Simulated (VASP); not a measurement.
# Ta3B2N (C2/m) in VASP: single point with PBE

Aim: the single point of Ta3B2N with PBE.

Everything below comes from runs of VASP 6.6.1. Logs are shortened: lines on timing, memory, paths and dates and some standing lists are left out, and cuts for length are marked.

## Step 1: The cell of the first run

Symmetry: C2/m, No. 12, monoclinic system. Conventional cell: a = 5.300 Å, b = 9.169 Å, c = 3.023 Å, α = 90.00°, β = 90.38°, γ = 90.00°. Within 2.8 Å of Ta (site symmetry -1) lie 4 B at 2.14 to 2.15 Å and 4 Ta at 2.65 Å. Ta (site symmetry 2/m) has 4 B at 2.16 Å and 4 Ta at 2.65 Å within 2.9 Å. B (site symmetry 2) has 6 Ta at 2.14 to 2.16 Å within 2.8 Å. Within 4.0 Å of N (site symmetry 2/m) lie 2 N at 3.02 Å and 12 Ta at 3.04 to 3.06 Å and 6 B at 3.04 to 3.07 Å.

## Step 2: Single point, PBE

File INCAR:

```
SYSTEM = Ta3B2N
ALGO     = Normal         ! electronic algorithm
EDIFF    = 1E-6           ! SCF threshold, eV
ENCUT    = 520            ! plane-wave cutoff, eV
GGA      = PE             ! functional
ISIF     = 2              ! what is computed and relaxed
ISMEAR   = 0              ! smearing method
LASPH    = .TRUE.         ! aspherical terms in the spheres
LCHARG   = .TRUE.         ! write CHGCAR
LELF     = .TRUE.         ! ELF
LREAL    = .FALSE.        ! projectors in reciprocal space
LVHAR    = .TRUE.       
LWAVE    = .FALSE.        ! write WAVECAR
NBANDS   = 31             ! bands
NELM     = 60             ! most SCF steps
PREC     = Accurate       ! precision mode
SIGMA    = 0.1            ! smearing width, eV
```

File KPOINTS:

```
k-points
0
G
  4 4 6
  0 0 0
```

File POSCAR:

```
Ta3B2N
1.0
    2.6498095500     -4.5844824800      0.0000000000
    2.6498095500      4.5844824800      0.0000000000
   -0.0200523000      0.0000000000      3.0234089900
Ta B N
3 2 1
Direct
    0.0000000000      0.5000000000      0.5000000000
    0.5000000000      0.0000000000      0.5000000000
    0.5000000000      0.5000000000      0.5000000000
    0.6680000000      0.3320000000      0.0000000000
    0.3320000000      0.6680000000      0.0000000000
    0.0000000000      0.0000000000      0.0000000000
```

Potentials or basis: VASP PAW PBE potentials, release 64 (Ta_pv, B, N).

Run with:

```sh
$ cat potpaw_PBE.64/Ta_pv/POTCAR potpaw_PBE.64/B/POTCAR potpaw_PBE.64/N/POTCAR > POTCAR
$ mpirun -np 1 vasp_std > vasp.out
```

OUTCAR:

```text
SYSTEM = Ta3B2N
   EDIFF = 1E-6
   ENCUT = 520
   GGA = PE
   ISIF = 2
   ISMEAR = 0
   LASPH = .TRUE.
   LREAL = .FALSE.
   NELM = 60
   PREC = Accurate

 ion  position               nearest neighbor table
   1  0.000  0.500  0.500-   5 2.14   4 2.14   4 2.15   5 2.15   3 2.65   3 2.65   2 2.65   2 2.65

   2  0.500  0.000  0.500-   4 2.14   5 2.14   4 2.15   5 2.15   3 2.65   3 2.65   1 2.65   1 2.65

   3  0.500  0.500  0.500-   4 2.16   5 2.16   4 2.16   5 2.16   1 2.65   2 2.65   2 2.65   1 2.65

   4  0.668  0.332  0.000-   1 2.14   2 2.14   1 2.15   2 2.15   3 2.16   3 2.16
   5  0.332  0.668  0.000-   2 2.14   1 2.14   1 2.15   2 2.15   3 2.16   3 2.16
   6  0.000  0.000  0.000-

  LATTYP: Found a base centered monoclinic cell.
 ALAT       =     5.2996191000
 B/A-ratio  =     1.7301177286
 C/A-ratio  =     0.5705080741
 COS(beta)  =    -0.0066322019

  Lattice vectors:

 A1 = (   2.6498095500,  -4.5844824800,   0.0000000000)
 A2 = (   2.6498095500,   4.5844824800,   0.0000000000)
 A3 = (  -0.0200523000,   0.0000000000,   3.0234089900)

Analysis of symmetry for initial positions (statically):
=====================================================================
 Subroutine PRICEL returns:
 Original cell was already a primitive cell.

 Routine SETGRP: Setting up the symmetry group for a
 base centered monoclinic supercell.

 Subroutine GETGRP returns: Found  4 space group operations
 (whereof  4 operations were pure point group operations)
 out of a pool of  4 trial point group operations.

The static configuration has the point symmetry C_2h.

Analysis of symmetry for dynamics (positions and initial velocities):
=====================================================================
 Subroutine PRICEL returns:
 Original cell was already a primitive cell.

 Routine SETGRP: Setting up the symmetry group for a
 base centered monoclinic supercell.

 Subroutine GETGRP returns: Found  4 space group operations
 (whereof  4 operations were pure point group operations)
 out of a pool of  4 trial point group operations.

The dynamic configuration has the point symmetry C_2h.

 Subroutine INISYM returns: Found  4 space group operations
 (whereof  4 operations are pure point group operations),
 and found     1 'primitive' translations

----------------------------------------------------------------------------------------

                                     Primitive cell

[... 95 lines left out ...]
   LASPH  =      T    aspherical Exc in radial PAW
   ENCUT  =  520.0 eV  38.22 Ry    6.18 a.u.   9.85  9.85  5.62*2*pi/ulx,y,z
   NELM   =     60;   NELMIN=  2; NELMDL= -5     # of ELM steps
   EDIFF  = 0.1E-05   stopping-criterion for ELM
   LREAL  =      F    real-space projection
   EDIFFG = 0.1E-04   stopping-criterion for IOM
   NSW    =      0    number of steps for IOM
   IBRION =     -1    ionic relax: 0-MD 1-quasi-New 2-CG
   NFREE  =      0    steps in history (QN), initial steepest desc. (CG)
   ISIF   =      2    stress and relaxation
   ISYM   =      2    0-nonsym 1-usesym 2-fastsym
   POTIM  = 0.5000    time-step for ionic-motion
   TEBEG  =    0.0;   TEEND  =   0.0 temperature during run
   PSTRESS=    0.0 pullay stress
   NELECT =      44.0000    total number of electrons
   NUPDOWN=      -1.0000    fix difference up-down
   EMIN   =  10.00;   EMAX   =-10.00  energy-range for DOS
   EFERMI =   0.00;   METHOD = LEGACY
   ISMEAR =     0;   SIGMA  =   0.10  broadening in eV -4-tet -1-fermi 0-gaus
   EFERMI_NEDOS =   21; number of points for ismear=-14 and -15
   IALGO  =     38    algorithm
   IMIX   =      4    mixing-type and parameters
     AMIX     =   0.40;   BMIX     =  1.00
     AMIX_MAG =   1.60;   BMIX_MAG =  1.00
  volume/ion in A,a.u.               =      12.24        82.62
  Fermi-wavevector in a.u.,A,eV,Ry     =   1.380009  2.607838 25.911255  1.904423
  Thomas-Fermi vector in A             =   2.504925
   LORBIT       =      0    0 simple, 1 ext, 2 COOP (PROOUT), +10 PAW based schemes
   GGA     = PE    functional components
   LHFCALC =     F    Hartree Fock is set to
   AEXX    =    0.0000 exact exchange contribution
   IVDW    =     0    specifies the selected vdW correction
   LEPSILON=     F    determine dielectric tensor
   LRPA    =     F    only Hartree local field effects (RPA)
 non-spin polarized calculation
 Gauss-broadening in eV      SIGMA  =   0.10
  energy-cutoff  :      520.00
  volume of cell :       73.46
 maximum number of plane-waves:      1993
   NGX = 19   NGY = 19   NGZ = 11

 number of electron      43.9999995 magnetization

 Free energy of the ion-electron system (eV)
  ---------------------------------------------------
  ext. energy  EPLUGINS =         0.00000000
  ---------------------------------------------------
  free energy    TOTEN  =       -49.37911813 eV

  energy without entropy =      -49.36199355  energy(sigma->0) =      -49.37055584

 E-fermi :   5.7361     XC(G=0): -12.3795

 val. band max:        5.7269540016   @ k =   0.2500   0.2500   0.3333
 cond. band min:       5.7368097306   @ k =   0.5000   0.2500   0.3333
 fundamental gap:      0.0098557290
 Fermi energy:         5.7360982399

 k-point     1 :       0.0000    0.0000    0.0000
  band No.  band energies     occupation
      1     -29.4560      2.00000
      2     -28.7705      2.00000
      3     -28.7511      2.00000
      4     -28.0496      2.00000
      5     -27.7407      2.00000
      6     -27.7368      2.00000
[... 805 lines left out ...]
     30      10.2497      0.00000
     31      10.7100      0.00000

 [... further k-points ...]
[... 5 lines left out ...]
  --------------------------------------------------------------------------------------
  -------------------------------------------------------------------------------------
  Total       23.6540410     22.8547137     20.7502664      0.0000000      0.0000000      0.2663123
  in kB      515.9220079    498.4877536    452.5873218      0.0000000      0.0000000      5.8085799
  external PRESSURE =     488.9990277 kB  Pullay stress =       0.0000000 kB

 VOLUME and BASIS-vectors are now :
 -----------------------------------------------------------------------------
  energy-cutoff  :      520.00
  volume of cell :       73.46
      direct lattice vectors                 reciprocal lattice vectors
     2.649809550 -4.584482480  0.000000000     0.188692806 -0.109063564  0.001251476
     2.649809550  4.584482480  0.000000000     0.188692806  0.109063564  0.001251476
    -0.020052300  0.000000000  3.023408990     0.000000000  0.000000000  0.330752473

 POSITION                                       TOTAL-FORCE (eV/Angst)
 -----------------------------------------------------------------------------------
      1.31488      2.29224      1.51170        -0.000000     -0.000000     -0.000000
      1.31488     -2.29224      1.51170        -0.000000     -0.000000     -0.000000
      2.63978      0.00000      1.51170        -0.000000     -0.000000     -0.000000
      2.64981     -1.54039      0.00000        -0.000000      0.181393      0.000000
      2.64981      1.54039      0.00000         0.000000     -0.181393     -0.000000
      0.00000      0.00000      0.00000        -0.000000     -0.000000     -0.000000
 -----------------------------------------------------------------------------------
    total drift:                               -0.000000      0.000000     -0.000000

  FREE ENERGIE OF THE ION-ELECTRON SYSTEM (eV)
  ---------------------------------------------------
  free  energy   TOTEN  =       -49.3791181342 eV

  energy  without entropy=      -49.3619935478  energy(sigma->0) =      -49.37055584
```

OSZICAR:

```text
N       E                     dE             d eps       ncg     rms          rms(c)
DAV:   1     0.378435082689E+03    0.37844E+03   -0.23792E+04  2108   0.146E+03
DAV:   2    -0.394581330061E+02   -0.41789E+03   -0.40306E+03  2386   0.422E+02
DAV:   3    -0.580025392237E+02   -0.18544E+02   -0.17902E+02  2736   0.802E+01
DAV:   4    -0.583368871227E+02   -0.33435E+00   -0.33180E+00  2432   0.981E+00
DAV:   5    -0.583429494590E+02   -0.60623E-02   -0.60587E-02  2638   0.118E+00    0.419E+01
DAV:   6    -0.497617745849E+02    0.85812E+01   -0.35409E+01  2479   0.262E+01    0.173E+01
DAV:   7    -0.501327886536E+02   -0.37101E+00   -0.62902E+00  2812   0.979E+00    0.962E+00
DAV:   8    -0.494239381975E+02    0.70885E+00   -0.28362E+00  2670   0.610E+00    0.588E+00
DAV:   9    -0.493825733406E+02    0.41365E-01   -0.28816E-01  2376   0.259E+00    0.817E-01
DAV:  10    -0.493796910078E+02    0.28823E-02   -0.28259E-02  2406   0.981E-01    0.439E-01
DAV:  11    -0.493791884437E+02    0.50256E-03   -0.42276E-03  2493   0.406E-01    0.146E-01
DAV:  12    -0.493791469592E+02    0.41484E-04   -0.34400E-04  2426   0.151E-01    0.833E-02
DAV:  13    -0.493791227904E+02    0.24169E-04   -0.14132E-04  2552   0.691E-02    0.376E-02
DAV:  14    -0.493791183993E+02    0.43911E-05   -0.28011E-05  2521   0.241E-02    0.603E-03
DAV:  15    -0.493791181342E+02    0.26511E-06   -0.19531E-06  1788   0.711E-03
   1 F= -.49379118E+02 E0= -.49370556E+02  d E =-.171246E-01
```

Wall time 52 s (1 thread of Intel Xeon Platinum 8488C (Sapphire Rapids), shared host); peak memory 0.22 GiB.

Results:

| Item | Value |
| --- | --- |
| Free energy | -49.3791 eV |
| Pressure | 48.9 GPa |
| Largest force | 0.181 eV/Å |
| Band gap on the k mesh | zero (band 22 reaches 6.36 eV, above the bottom of band 23 at 5.52 eV) |

Forces in eV/Å, atoms in the order of the input:
```
Ta   0.000  0.000  0.000
Ta   0.000  0.000  0.000
Ta   0.000  0.000  0.000
B    0.000  0.181  0.000
B    0.000 -0.181  0.000
N    0.000  0.000  0.000
```

Caveat: spin-orbit coupling is left out, which moves the levels of the heavy elements.
